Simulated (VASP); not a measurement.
**W: single point with PBE**

Slab: W, a slab with vacuum.

```
CELL_PARAMETERS angstrom
2.87085 0.00000 0.00000
0.00000 2.87085 0.00000
0.00000 0.00000 25.15000
ATOMIC_POSITIONS crystal
W 0.50000 0.50000 0.29821
W 0.00000 0.00000 0.37893
W 0.50000 0.50000 0.45964
W 0.00000 0.00000 0.54036
W 0.50000 0.50000 0.62107
W 0.00000 0.00000 0.70179
```

| Quantity | Value |
| --- | --- |
| Program | VASP 6.6.1 |
| Task | single point |
| Functional | PBE |
| Potentials or basis | VASP PAW PBE potentials, release 64 (W_sv) |
| Cutoff | 520 eV |
| k mesh | 9 × 9 × 1 |
| Occupations | fermi-dirac, width 0.05 eV |
| Spin | no spin polarisation |
| Dipole correction | yes |
| Further INCAR settings | ALGO = Normal; EDIFF = 1e-06; NBANDS = 51 |

| Item | Value |
| --- | --- |
| Largest force | 0.252 eV/Å |
| Band gap on the k mesh | zero (band 42 reaches 4.27 eV, above the bottom of band 43 at 2.43 eV) |

Forces on the atoms (eV/Å):
```
W    0.000  0.000  0.252
W    0.000  0.000 -0.026
W    0.000  0.000  0.076
W    0.000  0.000 -0.076
W    0.000  0.000  0.026
W    0.000  0.000 -0.252
```

Levels at points of the mesh, in eV from the Fermi level:
```csv
k point,band 38,band 39,band 40,band 41,band 42,band 43,band 44,band 45,band 46,band 47
"(0.00, 0.00, 0.00)",-0.66,-0.40,-0.40,0.11,0.11,0.30,0.81,1.05,1.05,1.34
```

It took 8.6 min on 1 thread of Intel Xeon 8259CL, on a shared host, peak memory 0.38 GiB.

Caveat: spin-orbit coupling is left out, which moves the levels of the heavy elements.
